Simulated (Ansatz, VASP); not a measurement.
**One calculation of SnO, two programs**

Contents of INCAR:

```
SYSTEM = SnO
ALGO = Normal
EDIFF = 1E-6
ENCUT = 520
GGA = PS
ISIF = 2
ISMEAR = 0
LASPH = .True.
LCHARG = .True.
LELF = .True.
LREAL = .False.
LVHAR = .True.
LWAVE = .False.
NBANDS = 28
NELM = 100
PREC = Accurate
SIGMA = 0.15
```

Contents of KPOINTS:

```
k-points
0
Gamma
  10 10 8
  0 0 0
```

Contents of POSCAR:

```
SnO
1.0
    3.6715000000      0.0000000000      0.0000000000
    0.0000000000      3.6715000000      0.0000000000
    0.0000000000      0.0000000000      5.3199000000
Sn O
2 2
Direct
    0.0000000000      0.5000000000      0.2425296443
    0.5000000000      0.0000000000      0.7574703557
    0.0000000000      0.0000000000      0.0000000000
    0.5000000000      0.5000000000      0.0000000000
```

Input for Ansatz:

```yaml
crystal:
  lattice:
    - [3.6715, 0.0, 0.0]
    - [0.0, 3.6715, 0.0]
    - [0.0, 0.0, 5.3199]
  atoms:
    - { symbol: Sn, position: [0.0, 0.5, 0.2425296443] }
    - { symbol: Sn, position: [0.5, 0.0, 0.7574703557] }
    - { symbol: O, position: [0.0, 0.0, 0.0] }
    - { symbol: O, position: [0.5, 0.5, 0.0] }
basis:
  ecutwfc: 520.0
kpoints:
  mp_grid: { grid: [10, 10, 8] }
hamiltonian:
  xc: pbesol
scf:
  occupations: { method: gaussian, width: 0.15 }
output:
  forces: true
  stress: true
  eigenvalues: true
```

Alike in both runs: task single point; functional PBEsol; k mesh 10 × 10 × 8; occupations gaussian, width 0.15 eV; no spin polarisation.

|  | VASP | Ansatz |
| --- | --- | --- |
| version | VASP 6.6.1 | Ansatz 0.2.0 |
| potentials or method | VASP PAW PBE potentials, release 64 (Sn_d, O), cutoff 520 eV | scalar-relativistic, plane waves, PAW |
| valence electrons in the cell | 40 | 40 |

|  | VASP | Ansatz | Ansatz less VASP |
| --- | --- | --- | --- |
| gap on the k mesh at the Fermi level (eV) | none | none | - |
| pressure (GPa) | -2.0 | -2.2 | -0.24 |
| traceless stress, the component that is largest in VASP (GPa) | -8.51 | -8.56 | -0.050 |
| rms of the force components (eV/Å) | 0.631 | 0.664 | +0.0325 |

VASP's potentials were made for PBE, not for PBEsol. Atom by atom the forces differ by 0.032 eV/Å (rms over components). A gap of «none» marks a metal or a gap that the smearing closes.
